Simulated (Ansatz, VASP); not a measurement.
# Two plane-wave programs on Hf2Zr

```
Zr Hf
1.0
     0.00000    4.11095    4.11095
     4.11095    0.00000    4.11095
     4.11095    4.11095    0.00000
Zr Hf
2 4
Direct
  0.00000 0.00000 0.00000
  0.25000 0.25000 0.25000
  0.62500 0.62500 0.62500
  0.12500 0.62500 0.62500
  0.62500 0.62500 0.12500
  0.62500 0.12500 0.62500
```

Alike in both runs: functional PBE; k mesh 4 × 4 × 4; occupations gaussian, width 0.1 eV; no spin polarisation.

Ansatz relaxed the structure, and its values are those at the end. VASP's run is a single point on that final structure, the one shown.

|  | VASP | Ansatz |
| --- | --- | --- |
| version | VASP 6.6.1 | Ansatz 0.2.0 |
| potentials or method | VASP PAW PBE potentials, release 64 (Zr_sv, Hf_pv), cutoff 520 eV | scalar-relativistic, plane waves, PAW |
| valence electrons in the cell | 64 | 128 |

```csv
,VASP,Ansatz,Ansatz less VASP
gap on the k mesh at the Fermi level (eV),none,none,-
pressure (GPa),0.0,0.2,+0.19
```

A gap of «none» marks a metal or a gap that the smearing closes. VASP's potentials hold 64 valence electrons a cell and Ansatz's 128, so a difference there can come from the potentials and not from the codes.

Neither program's run includes spin-orbit coupling.
